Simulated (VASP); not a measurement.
Here is a VASP 6.6.1 calculation.

INCAR

```
SYSTEM = Hf
  ALGO = Fast
  EDIFF = 1E-6
  ENCUT = 520
  GGA = PE
  ISIF = 2
  ISMEAR = 0
  LASPH = .True.
  LCHARG = .False.
  LREAL = .False.
  LWAVE = .False.
  NBANDS = 11
  NELM = 100
  PREC = Accurate
  SIGMA = 0.05
```

Contents of KPOINTS:

```
k-points
0
Gamma
  18 18 18
  0 0 0
```

Contents of POSCAR:

```
Hf
1.0
   -1.6994561188      1.6994561188      1.6994561188
    1.6994561188     -1.6994561188      1.6994561188
    1.6994561188      1.6994561188     -1.6994561188
Hf
1
Direct
    0.0000000000      0.0000000000      0.0000000000
```

Potentials or basis: VASP PAW PBE potentials, release 64 (Hf_pv).

Run with:

```sh
$ cat potpaw_PBE.64/Hf_pv/POTCAR > POTCAR
$ mpirun -np 1 vasp_std > vasp.out
```

**Question.** Predict the band gap on the k mesh.

**Answer.** Zero (band 5 reaches 7.12 eV, above the bottom of band 6 at 4.71 eV).

**Question.** Estimate the pressure.

**Answer.** 15.3 GPa.

Caveat: spin-orbit coupling is left out, which moves the levels of the heavy elements.
